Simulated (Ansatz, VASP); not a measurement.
One calculation of CuO, two programs

```
Cu O
1.0
     1.99097   -2.15355    0.00000
     1.99097    2.15355    0.00000
     0.00000    0.00000    5.15593
Cu O
2 2
Direct
  0.00000 0.50000 0.00000
  0.50000 0.00000 0.50000
  0.50000 0.50000 0.25000
  0.50000 0.50000 0.75000
```

Alike in both runs: task single point; functional PBEsol; k mesh 8 × 8 × 6; occupations gaussian, width 0.1 eV; no spin polarisation.

```csv
,VASP,Ansatz
version,VASP 6.6.1,Ansatz 0.2.0
potentials or method,"VASP PAW PBE potentials, release 64 (Cu, O), cutoff 520 eV","scalar-relativistic, plane waves, PAW"
valence electrons in the cell,34,50
```

|  | VASP | Ansatz | Ansatz less VASP |
| --- | --- | --- | --- |
| gap on the k mesh at the Fermi level (eV) | none | none | - |
| pressure (GPa) | -5.5 | -6.1 | -0.63 |
| traceless stress, the component that is largest in VASP (GPa) | 1.26 | 1.47 | +0.215 |

VASP's potentials were made for PBE, not for PBEsol. A gap of «none» marks a metal or a gap that the smearing closes. VASP's potentials hold 34 valence electrons a cell and Ansatz's 50, so a difference there can come from the potentials and not from the codes.
